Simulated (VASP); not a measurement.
Here is a VASP 6.6.1 calculation.

File INCAR:

```
SYSTEM = Lu
PREC = Accurate ; ENCUT = 600
EDIFF = 1E-6 ; ISMEAR = -1
SIGMA = 0.05 ; LREAL = .False.
LASPH = .True. ; NELM = 120
ALGO = Normal ; ISIF = 2
LWAVE = .False. ; LCHARG = .True.
GGA = PE ; LELF = .True.
LVHAR = .True. ; NBANDS = 32
GGA_COMPAT = .False.
```

The input KPOINTS:

```
regular mesh
0
Gamma
  12 12 12
  0 0 0
```

The input POSCAR:

```
Lu
1.0
    0.0000000000      2.9092764940      2.9092764940
    2.9092764940      0.0000000000      2.9092764940
    2.9092764940      2.9092764940      0.0000000000
Lu
2
Direct
    1.0000000000      1.0000000000      1.0000000000
    0.2500000000      0.2500000000      0.2500000000
```

Potentials or basis: VASP PAW PBE potentials, release 64 (Lu).

Run with:

```bash
$ cat potpaw_PBE.64/Lu/POTCAR > POTCAR
$ mpirun -np 1 vasp_std > vasp.out
```

Q: What does it give for the pressure?

A: 21.0 GPa.

Q: What does it give for the band gap on the k mesh?

A: Zero (bands 25 and 26 overlap by 1.48 eV).

Caveat: the cell stands under pressure; spin-orbit coupling is left out, which moves the levels of the heavy elements.
